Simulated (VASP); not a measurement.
# Al2O3 (P-6m2) in VASP: settings compared

Aim: see how the results for Al2O3 move with the level of theory and the settings. Levels: r2SCAN, PBE, LDA. Tasks: single point.

Everything below comes from runs of VASP 6.6.1. Logs are shortened: lines on timing, memory, paths and dates and some standing lists are left out, and cuts for length are marked.

### 1 The cell of the first run

Symmetry: P-6m2, No. 187, hexagonal system. Conventional cell: a = 2.884 Å, b = 2.884 Å, c = 9.337 Å, α = 90.00°, β = 90.00°, γ = 120.00°. Within 2.4 Å of Al (site symmetry 3m) lie 6 O at 1.80 to 2.18 Å. O (site symmetry 3m) has 3 Al at 1.80 Å within 2.4 Å. Within 2.9 Å of O (site symmetry -6m2) lie 6 Al at 2.18 Å and 12 O at 2.66 to 2.88 Å.

### 2 Single point, r2SCAN

POSCAR reads:

```
Al2O3
1.0
    2.8843249483      0.0000000000      0.0000000000
   -1.4421624742      2.4978986780      0.0000000000
    0.0000000000      0.0000000000      9.3367544600
Al O
2 3
Direct
    0.0000000000      0.0000000000      0.8500076700
    0.0000000000      0.0000000000      0.1499923300
    0.3333333333      0.6666666667      0.7776830800
    0.6666666667      0.3333333333      0.0000000000
    0.3333333333      0.6666666667      0.2223169200
```

INCAR.step1 reads:

```
PREC = Accurate ; ENCUT = 520
ISMEAR = 1 ; SIGMA = 0.005
LREAL = F ; LASPH = T
NELM = 100 ; NBANDS = 20
GGA = PE ; ALGO = Normal
EDIFF = 1E-4 ; LWAVE = T
LCHARG = F
```

INCAR.step2 reads:

```
PREC = Accurate ; ENCUT = 520
EDIFF = 1E-6 ; ISMEAR = 1
SIGMA = 0.005 ; LREAL = F
LASPH = T ; NELM = 100
ALGO = Normal ; ISIF = 2
LWAVE = F ; LCHARG = F
METAGGA = R2SCAN ; LMIXTAU = T
NBANDS = 20 ; ISTART = 1
```

KPOINTS reads:

```
regular mesh
0
Gamma
  9 9 3
```

Potentials or basis: VASP PAW PBE potentials, release 64 (Al, O).

The run is started by

```bash
$ cat potpaw_PBE.64/Al/POTCAR potpaw_PBE.64/O/POTCAR > POTCAR
$ cp INCAR.step1 INCAR
$ mpirun -np 1 vasp_std > vasp.out
$ cp INCAR.step2 INCAR
$ mpirun -np 1 vasp_std > vasp.out
```

OUTCAR:

```text
PREC = Accurate
   ENCUT = 520
   EDIFF = 1E-6
   ISMEAR = 1
   LREAL = F
   LASPH = T
   NELM = 100
   ISIF = 2
   METAGGA = R2SCAN
   ISTART = 1

 ion  position               nearest neighbor table
   1  0.000  0.000  0.850-   3 1.80   3 1.80   3 1.80   4 2.18   4 2.18   4 2.18   2 2.80
   2  0.000  0.000  0.150-   5 1.80   5 1.80   5 1.80   4 2.18   4 2.18   4 2.18   1 2.80
   3  0.333  0.667  0.778-   1 1.80   1 1.80   1 1.80
   4  0.667  0.333  0.000-   1 2.18   2 2.18   1 2.18   2 2.18   1 2.18   2 2.18
   5  0.333  0.667  0.222-   2 1.80   2 1.80   2 1.80

  LATTYP: Found a hexagonal cell.
 ALAT       =     2.8843249483
 C/A-ratio  =     3.2370674689

  Lattice vectors:

 A1 = (   2.8843249483,   0.0000000000,   0.0000000000)
 A2 = (  -1.4421624742,   2.4978986780,   0.0000000000)
 A3 = (   0.0000000000,   0.0000000000,   9.3367544600)

Analysis of symmetry for initial positions (statically):
=====================================================================
 Subroutine PRICEL returns:
 Original cell was already a primitive cell.

 Routine SETGRP: Setting up the symmetry group for a
 hexagonal supercell.

 Subroutine GETGRP returns: Found 12 space group operations
 (whereof 12 operations were pure point group operations)
 out of a pool of 24 trial point group operations.

The static configuration has the point symmetry D_3h.

Analysis of symmetry for dynamics (positions and initial velocities):
=====================================================================
 Subroutine PRICEL returns:
 Original cell was already a primitive cell.

 Routine SETGRP: Setting up the symmetry group for a
 hexagonal supercell.

 Subroutine GETGRP returns: Found 12 space group operations
 (whereof 12 operations were pure point group operations)
 out of a pool of 24 trial point group operations.

The dynamic configuration has the point symmetry D_3h.

 Subroutine INISYM returns: Found 12 space group operations
 (whereof 12 operations are pure point group operations),
 and found     1 'primitive' translations

----------------------------------------------------------------------------------------

[... 93 lines left out ...]
   LSORBIT =      F    spin-orbit coupling
   LASPH  =      T    aspherical Exc in radial PAW
   ENCUT  =  520.0 eV  38.22 Ry    6.18 a.u.   5.36  5.36 17.36*2*pi/ulx,y,z
   NELM   =    100;   NELMIN=  2; NELMDL=  0     # of ELM steps
   EDIFF  = 0.1E-05   stopping-criterion for ELM
   LREAL  =      F    real-space projection
   EDIFFG = 0.1E-04   stopping-criterion for IOM
   NSW    =      0    number of steps for IOM
   IBRION =     -1    ionic relax: 0-MD 1-quasi-New 2-CG
   NFREE  =      0    steps in history (QN), initial steepest desc. (CG)
   ISIF   =      2    stress and relaxation
   ISYM   =      2    0-nonsym 1-usesym 2-fastsym
   POTIM  = 0.5000    time-step for ionic-motion
   TEBEG  =    0.0;   TEEND  =   0.0 temperature during run
   PSTRESS=    0.0 pullay stress
   NELECT =      24.0000    total number of electrons
   NUPDOWN=      -1.0000    fix difference up-down
   EMIN   =  10.00;   EMAX   =-10.00  energy-range for DOS
   EFERMI =   0.00;   METHOD = LEGACY
   ISMEAR =     1;   SIGMA  =   0.01  broadening in eV -4-tet -1-fermi 0-gaus
   EFERMI_NEDOS =   21; number of points for ismear=-14 and -15
   IALGO  =     38    algorithm
   IMIX   =      4    mixing-type and parameters
     AMIX     =   0.40;   BMIX     =  1.00
     AMIX_MAG =   1.60;   BMIX_MAG =  1.00
  volume/ion in A,a.u.               =      13.45        90.79
  Fermi-wavevector in a.u.,A,eV,Ry     =   1.161111  2.194181 18.343074  1.348178
  Thomas-Fermi vector in A             =   2.297686
   LORBIT       =      0    0 simple, 1 ext, 2 COOP (PROOUT), +10 PAW based schemes
   METAGGA = R2SCAN    functional components
   LHFCALC =     F    Hartree Fock is set to
   AEXX    =    0.0000 exact exchange contribution
   IVDW    =     0    specifies the selected vdW correction
   LEPSILON=     F    determine dielectric tensor
   LRPA    =     F    only Hartree local field effects (RPA)
 non-spin polarized calculation
 Methfessel and Paxton  Order N= 1 SIGMA  =   0.01
  energy-cutoff  :      520.00
  volume of cell :       67.27
 maximum number of plane-waves:      1841
 NGX is ok and might be reduce to    24
   NGX = 11   NGY = 11   NGZ = 35

 number of electron      23.9999983 magnetization

 Free energy of the ion-electron system (eV)
  ---------------------------------------------------
  ext. energy  EPLUGINS =         0.00000000
  ---------------------------------------------------
  free energy    TOTEN  =       -46.79061085 eV

  energy without entropy =      -46.79061085  energy(sigma->0) =      -46.79061085

 E-fermi :   0.5273     XC(G=0):  -8.7590

 val. band max:        0.4678244179   @ k =   0.1111   0.1111   0.0000
 cond. band min:       6.0618946513   @ k =   0.0000   0.0000   0.0000
 fundamental gap:      5.5940702334
 Fermi energy:         0.5273232443

 k-point     1 :       0.0000    0.0000    0.0000
  band No.  band energies     occupation
      1     -19.2056      2.00000
      2     -18.1600      2.00000
      3     -17.0397      2.00000
      4      -4.5680      2.00000
      5      -1.6403      2.00000
      6      -1.0607      2.00000
[... 541 lines left out ...]
     19      14.4817      0.00000
     20      14.7588      0.00000

------------------------ aborting loop because EDIFF is reached ----------------------------------------

  FORCE on cell =-STRESS in cart. coord.  units (eV):
  Direction    XX          YY          ZZ          XY          YZ          ZX
  --------------------------------------------------------------------------------------
  -------------------------------------------------------------------------------------
  Total       -2.2108144     -2.2108144     -1.4779287      0.0000000      0.0000000      0.0000000
  in kB      -52.6560073    -52.6560073    -35.2005224      0.0000000      0.0000000      0.0000000
  external PRESSURE =     -46.8375124 kB  Pullay stress =       0.0000000 kB

 VOLUME and BASIS-vectors are now :
 -----------------------------------------------------------------------------
  energy-cutoff  :      520.00
  volume of cell :       67.27
      direct lattice vectors                 reciprocal lattice vectors
     2.884324948  0.000000000  0.000000000     0.346701574  0.200168247  0.000000000
    -1.442162474  2.497898678  0.000000000     0.000000000  0.400336494  0.000000000
     0.000000000  0.000000000  9.336754460     0.000000000  0.000000000  0.107103598

 POSITION                                       TOTAL-FORCE (eV/Angst)
 -----------------------------------------------------------------------------------
      0.00000      0.00000      7.93631        -0.000000     -0.000000     -0.148218
      0.00000      0.00000      1.40044        -0.000000     -0.000000      0.148218
     -0.00000      1.66527      7.26104         0.000000      0.000000      0.434794
      1.44216      0.83263      0.00000         0.000000     -0.000000     -0.000000
     -0.00000      1.66527      2.07572         0.000000      0.000000     -0.434794
 -----------------------------------------------------------------------------------
    total drift:                                0.000006     -0.000003      0.000000

  FREE ENERGIE OF THE ION-ELECTRON SYSTEM (eV)
  ---------------------------------------------------
  free  energy   TOTEN  =       -46.7906108519 eV

  energy  without entropy=      -46.7906108519  energy(sigma->0) =      -46.79061085
```

Run time: 80 s. Hardware: 1 thread of Intel Xeon 6975P-C (Granite Rapids), shared host; peak memory 0.2 GiB.

What came out:

| Property | Result |
| --- | --- |
| Free energy | -46.7906 eV |
| Pressure | -4.7 GPa |
| Largest force | 0.435 eV/Å |
| Band gap on the k mesh | 5.59 eV, indirect (least direct gap 5.83 eV) |

Forces in eV/Å, atoms in the order of the input:
```
Al   0.000  0.000 -0.148
Al   0.000  0.000  0.148
O    0.000  0.000  0.435
O    0.000  0.000  0.000
O    0.000  0.000 -0.435
```

Stress tensor (GPa, compression positive):
```
-5.27  0.00  0.00
 0.00 -5.27  0.00
 0.00  0.00 -3.52
```

Caveat: the PAW data sets were made with another functional, which shifts forces and pressure a little. A k mesh can miss the band edges.

### 3 Single point, PBE

This run uses another cell than the first one, of 13.40 Å³/atom, 0.996 times its volume.

INCAR reads:

```
SYSTEM = Al2O3
PREC = Accurate
ENCUT = 520
EDIFF = 1E-6
ISMEAR = -1
SIGMA = 0.05
LREAL = .FALSE.
LASPH = .TRUE.
NELM = 100
ALGO = Normal
ISIF = 2
LWAVE = .FALSE.
LCHARG = .TRUE.
GGA = PE
LELF = .TRUE.
LVHAR = .TRUE.
NBANDS = 20
```

KPOINTS reads:

```
Automatic mesh
0
G
  11 11 3
  0 0 0
```

POSCAR reads:

```
Al2O3
1.0
    2.8840224659      0.0000000000      0.0000000000
   -1.4420112330      2.4976367206      0.0000000000
    0.0000000000      0.0000000000      9.3017547162
Al O
2 3
Direct
    0.0000000000      0.0000000000      0.8494586022
    0.0000000000      0.0000000000      0.1505413978
    0.3333333333      0.6666666667      0.7765544312
    0.6666666667      0.3333333333      0.0000000000
    0.3333333333      0.6666666667      0.2234455688
```

Potentials or basis: VASP PAW PBE potentials, release 64 (Al, O).

The run is started by

```bash
$ cat potpaw_PBE.64/Al/POTCAR potpaw_PBE.64/O/POTCAR > POTCAR
$ mpirun -np 1 vasp_std > vasp.out
```

It took 42 s on 1 thread of Intel Xeon Platinum 8259CL at 2.50GHz (Skylake/Cascade Lake), shared host; peak memory 0.2 GiB.

It converged, with:

```yaml
Free_energy: -36.3849 eV
Pressure: 0.0 GPa
Largest_force: 0.041 eV/Å
Band_gap_on_the_k_mesh: 4.76 eV, indirect (least direct gap 5.00 eV)
```

Forces on the atoms (eV/Å):
```
Al   0.000  0.000 -0.041
Al   0.000  0.000  0.041
O    0.000  0.000  0.034
O    0.000  0.000  0.000
O    0.000  0.000 -0.034
```

Stress tensor (GPa, compression positive):
```
 0.06  0.00  0.00
 0.00  0.06  0.00
 0.00  0.00 -0.25
```

Levels at points of the mesh, in eV from the valence-band top:
```tsv
k point	band 9	band 10	band 11	band 12	band 13	band 14	band 15	band 16
(0.00, 0.00, 0.00)	-1.23	-0.53	-0.53	-0.23	4.76	7.42	7.82	9.17
```

A k mesh can miss the band edges. A hybrid or GW would open this gap; PBE tends to underestimate it.

### 4 Single point, PBE

INCAR reads:

```
PREC = Accurate ; ENCUT = 520
EDIFF = 1E-7 ; ISMEAR = 0
SIGMA = 0.011 ; LREAL = F
LASPH = T ; NELM = 80
ALGO = Normal ; ISIF = 2
LWAVE = F ; LCHARG = F
GGA = PE ; NBANDS = 20
```

KPOINTS reads:

```
regular mesh
0
Gamma
  11 11 3
```

POSCAR reads:

```
Al2O3
1.0
    2.8843249483      0.0000000000      0.0000000000
   -1.4421624742      2.4978986780      0.0000000000
    0.0000000000      0.0000000000      9.3367544600
Al O
2 3
Direct
    0.0000000000      0.0000000000      0.8500076700
    0.0000000000      0.0000000000      0.1499923300
    0.3333333333      0.6666666667      0.7776830800
    0.6666666667      0.3333333333      0.0000000000
    0.3333333333      0.6666666667      0.2223169200
```

The run is started by

```bash
$ cat potpaw_PBE.64/Al/POTCAR potpaw_PBE.64/O/POTCAR > POTCAR
$ mpirun -np 1 vasp_std > vasp.out
```

Wall time 41 s (1 thread of Intel Xeon Platinum 8259CL at 2.50GHz (Skylake/Cascade Lake), shared host); peak memory 0.19 GiB.

The run converged. Its results:

```
Free energy            : -36.3849 eV
Pressure               : 0.1 GPa
Largest force          : 0.012 eV/Å
Band gap on the k mesh : 4.77 eV, indirect (least direct gap 5.01 eV)
```

Forces in eV/Å, atoms in the order of the input:
```
Al   0.000  0.000  0.005
Al   0.000  0.000 -0.005
O    0.000  0.000 -0.012
O    0.000  0.000  0.000
O    0.000  0.000  0.012
```

Stress tensor (GPa, compression positive):
```
 0.17  0.00  0.00
 0.00  0.17  0.00
 0.00  0.00 -0.09
```

Levels at points of the mesh, in eV from the valence-band top:
| k point | band 8 | band 9 | band 10 | band 11 | band 12 | band 13 | band 14 | band 15 | band 16 | band 17 |
| --- | --- | --- | --- | --- | --- | --- | --- | --- | --- | --- |
| (0.00, 0.00, 0.00) | -1.25 | -1.25 | -0.53 | -0.53 | -0.24 | 4.77 | 7.40 | 7.81 | 9.14 | 12.89 |

A k mesh can miss the band edges. As with any semilocal functional, this PBE gap is likely too small.

### 5 Single point, LDA

INCAR reads:

```
ALGO = Normal
EDIFF = 1E-6
ENCUT = 520
ISIF = 2
ISMEAR = -1
LASPH = True
LCHARG = False
LREAL = False
LWAVE = False
NBANDS = 20
NELM = 80
PREC = Accurate
SIGMA = 0.05
```

KPOINTS reads:

```
k-points
0
Gamma
  11 11 3
```

POSCAR is that of step 4.

Potentials or basis: VASP PAW LDA potentials, release 64 (Al, O).

The run is started by

```bash
$ cat potpaw_LDA.64/Al/POTCAR potpaw_LDA.64/O/POTCAR > POTCAR
$ mpirun -np 1 vasp_std > vasp.out
```

Run time: 30 s. Hardware: 1 thread of Intel Xeon Platinum 8259CL at 2.50GHz (Skylake/Cascade Lake), shared host; peak memory 0.17 GiB.

Results (log left out):

- Free energy: -40.0933 eV
- Pressure: -6.4 GPa
- Largest force: 0.498 eV/Å
- Band gap on the k mesh: 4.74 eV, indirect (least direct gap 4.99 eV)

Forces in eV/Å, atoms in the order of the input:
```
Al   0.000  0.000 -0.019
Al   0.000  0.000  0.019
O    0.000  0.000  0.498
O    0.000  0.000  0.000
O    0.000  0.000 -0.498
```

Stress tensor (GPa, compression positive):
```
-7.09  0.00  0.00
 0.00 -7.09  0.00
 0.00  0.00 -4.99
```

Levels at points of the mesh, in eV from the valence-band top:
```csv
k point,band 9,band 10,band 11,band 12,band 13,band 14,band 15,band 16
"(0.00, 0.00, 0.00)",-1.25,-0.53,-0.53,-0.25,4.74,7.39,7.69,9.16
```

### 6 Overview

```csv
level,potentials or basis,cell,k mesh,smearing,gap on the mesh (eV),pressure (GPa),largest force (eV/Å)
r2SCAN,"VASP PAW PBE potentials, release 64 (Al, O)","a = 2.884, b = 2.884, c = 9.337 Å, angles 90.0, 90.0, 120.0°, 5 atoms",9 × 9 × 3,methfessel-paxton 0.005 eV,5.59,-4.7,0.43
PBE,"VASP PAW PBE potentials, release 64 (Al, O)","a = 2.884, b = 2.884, c = 9.302 Å, angles 90.0, 90.0, 120.0°, 5 atoms",11 × 11 × 3,fermi-dirac 0.05 eV,4.76,0.0,0.04
PBE,"VASP PAW PBE potentials, release 64 (Al, O)","a = 2.884, b = 2.884, c = 9.337 Å, angles 90.0, 90.0, 120.0°, 5 atoms",11 × 11 × 3,gaussian 0.011 eV,4.77,0.1,0.01
LDA,"VASP PAW LDA potentials, release 64 (Al, O)","a = 2.884, b = 2.884, c = 9.337 Å, angles 90.0, 90.0, 120.0°, 5 atoms",11 × 11 × 3,fermi-dirac 0.05 eV,4.74,-6.4,0.50
```

Alike in all rows: task single point; no spin polarisation; cutoff (eV) 520.

Caveats: the PAW data sets were made with another functional, which shifts forces and pressure a little (some runs).

Total energies depend on the potentials used, so only differences within one code and one set of settings carry meaning.
